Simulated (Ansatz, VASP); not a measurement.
## Two plane-wave programs on W4S

```
W S
1.0
     4.42195    0.00000    0.00000
    -2.21097    3.82952    0.00000
     0.00000    0.00000    7.18455
W S
4 1
Direct
  0.00000 0.00000 0.18049
  0.00000 0.00000 0.81951
  0.33333 0.66667 0.00000
  0.66667 0.33333 0.00000
  0.00000 0.00000 0.50000
```

Alike in both runs: functional PBE; k mesh 12 × 12 × 6; occupations gaussian, width 0.1 eV; no spin polarisation.

Ansatz relaxed the structure, and its values are those at the end. VASP's run is a single point on that final structure, the one shown.

```csv
,VASP,Ansatz
version,VASP 6.6.1,Ansatz 0.2.0
potentials or method,"VASP PAW PBE potentials, release 64 (W_sv, S), cutoff 520 eV","scalar-relativistic, plane waves, PAW"
valence electrons in the cell,62,62
```

Ansatz gave:

- gap on the k mesh at the Fermi level (eV): none
- pressure (GPa): 0.0
- rms of the force components (eV/Å): 0.001

Problem. What did VASP give for the same quantities?

Solution. gap on the k mesh at the Fermi level (eV): none; pressure (GPa): 0.3; rms of the force components (eV/Å): 0.012.

A gap of «none» marks a metal or a gap that the smearing closes.

Neither program's run includes spin-orbit coupling.
